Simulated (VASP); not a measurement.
Set up this calculation in VASP 6.6.1, as the native input.

```
Task                   : single point
Functional             : PBE
Potentials or basis    : VASP PAW PBE potentials, release 64 (Sn_d, Te, Sr_sv)
Cutoff                 : 520 eV
k mesh                 : 4 × 4 × 4
Occupations            : gaussian, width 0.01 eV
Spin                   : no spin polarisation
Dipole correction      : no
Further INCAR settings : ALGO = Normal; EDIFF = 1e-06; NBANDS = 48
```

The structure of SrSn3Te4 lies in POSCAR:

```
SrSn3Te4
1.0
   -3.2801902216      3.2801902216      6.5839915889
    3.2801902216     -3.2801902216      6.5839915889
    3.2801902216      3.2801902216     -6.5839915889
Sn Te Sr
3 4 1
Direct
    0.7500000000      0.2500000000      0.5000000000
    0.0000000000      0.0000000000      0.0000000000
    0.2500000000      0.7500000000      0.5000000000
    0.5000000000      0.0000000000      0.5000000000
    0.7559533978      0.7559533978      0.0000000000
    0.0000000000      0.5000000000      0.5000000000
    0.2440466022      0.2440466022      0.0000000000
    0.5000000000      0.5000000000      0.0000000000
```

These files were run (other wordings do the same):

INCAR

```
  PREC = Accurate
  ENCUT = 520
  EDIFF = 1E-6
  ISMEAR = 0
  SIGMA = 0.01
  LREAL = F
  LASPH = T
  NELM = 60
  ALGO = Normal
  ISIF = 2
  LWAVE = F
  LCHARG = F
  GGA = PE
  NBANDS = 48
```

KPOINTS

```
Automatic mesh
0
Gamma
  4 4 4
```

Potentials or basis: VASP PAW PBE potentials, release 64 (Sn_d, Te, Sr_sv).

Run with:

```sh
$ cat potpaw_PBE.64/Sn_d/POTCAR potpaw_PBE.64/Te/POTCAR potpaw_PBE.64/Sr_sv/POTCAR > POTCAR
$ mpirun -np 1 vasp_std > vasp.out
```

Results of the run:

| Item | Value |
| --- | --- |
| Pressure | -1.1 GPa |
| Largest force | 0.069 eV/Å |
| Band gap on the k mesh | 0.43 eV |

Caveat: semilocal functionals underestimate gaps, and a narrow one can read as zero; spin-orbit coupling is left out, which moves the levels of the heavy elements.

Wall time 7.2 min on 1 thread of Intel Xeon 8259CL, with other jobs on the host, peak memory 0.57 GiB.
